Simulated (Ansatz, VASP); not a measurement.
# Ta: VASP beside Ansatz

Contents of INCAR:

```
SYSTEM = Ta
  PREC = Accurate
  ENCUT = 520
  EDIFF = 1E-7
  ISMEAR = -1
  SIGMA = 0.08
  LREAL = .FALSE.
  LASPH = .TRUE.
  NELM = 150
  ALGO = Normal
  ISIF = 2
  LWAVE = .FALSE.
  LCHARG = .FALSE.
  MAGMOM = 0 0 0
  LORBIT = 11
  LSORBIT = .TRUE.
  GGA_COMPAT = .FALSE.
  LORBMOM = .TRUE.
  LMAXMIX = 4
  GGA = PE
  NBANDS = 22
```

The input KPOINTS:

```
Automatic mesh
0
G
  17 17 17
  0 0 0
```

Contents of POSCAR:

```
Ta
1.0
   -1.6512800000      1.6512800000      1.6512800000
    1.6512800000     -1.6512800000      1.6512800000
    1.6512800000      1.6512800000     -1.6512800000
Ta
1
Direct
    0.0000000000      0.0000000000      0.0000000000
```

Input for Ansatz:

```yaml
crystal:
  lattice:
    - [-1.65128, 1.65128, 1.65128]
    - [1.65128, -1.65128, 1.65128]
    - [1.65128, 1.65128, -1.65128]
  atoms:
    - { symbol: Ta, position: [0.0, 0.0, 0.0] }
kpoints:
  mp_grid: { grid: [17, 17, 17] }
  band_path:
    path:
      - [0.0, 0.0, 0.0]
      - [0.5, -0.5, 0.5]
      - [0.0, 0.0, 0.5]
      - [0.0, 0.0, 0.0]
      - [0.25, 0.25, 0.25]
      - [0.5, -0.5, 0.5]
      - [0.25, 0.25, 0.25]
      - [0.0, 0.0, 0.5]
    npoints: 5
scf:
  occupations: { method: fermi_dirac, width: 0.08 }
hamiltonian:
  xc: pbe
  pseudopotentials: { kind: all_electron, lapw: { basis_error: 0.0005 } }
output:
  forces: true
  stress: true
  eigenvalues: true
magnetization:
  noncollinear: true
  spin_orbit: true
```

Alike in both runs: task single point; functional PBE; k mesh 17 × 17 × 17; occupations fermi-dirac, width 0.08 eV; non-collinear spin, spin-orbit coupling.

|  | VASP | Ansatz |
| --- | --- | --- |
| version | VASP 6.6.1 | Ansatz 0.2.0 |
| potentials or method | VASP PAW PBE potentials, release 64 (Ta_pv), cutoff 520 eV | all-electron LAPW |

|  | VASP | Ansatz | Ansatz less VASP |
| --- | --- | --- | --- |
| pressure (GPa) | 3.0 | 3.0 | -0.05 |

Ansatz ran all-electron here, and VASP with PAW potentials.
